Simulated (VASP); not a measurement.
Here is a VASP 6.6.1 calculation.

The input INCAR:

```
PREC = Accurate ; ENCUT = 520
EDIFF = 1E-6 ; ISMEAR = 0
SIGMA = 0.15 ; LREAL = False
LASPH = True ; NELM = 80
ALGO = Fast ; ISIF = 2
LWAVE = False ; LCHARG = False
GGA = PS ; NBANDS = 22
```

KPOINTS

```
Automatic mesh
0
Gamma
  18 18 12
```

The input POSCAR:

```
Rh
1.0
    2.7309790422      0.0000000000      0.0000000000
   -1.3654895211      2.3650972278      0.0000000000
    0.0000000000      0.0000000000      4.4284890000
Rh
2
Direct
    0.7300890064      0.4601780129      0.7161284018
    0.3333333333      0.6666666667      0.2500000000
```

Potentials or basis: VASP PAW PBE potentials, release 64 (Rh_pv).

Command:

```console
$ cat potpaw_PBE.64/Rh_pv/POTCAR > POTCAR
$ mpirun -np 1 vasp_std > vasp.out
```

**Question.** What does it give for the pressure?

**Answer.** -8.1 GPa.

**Question.** What does it give for the largest force?

**Answer.** 1.790 eV/Å.

Forces in eV/Å, atoms in the order of the input:
```
Rh   0.000 -0.924  1.533
Rh   0.000  0.924 -1.533
```

Caveat: the cell differs from its parent crystal (atom 1 (Rh) moved by (+0.300, -0.150) A along y and z); the cell stands under tension; the PAW data sets were made with another functional, which shifts forces and pressure a little.
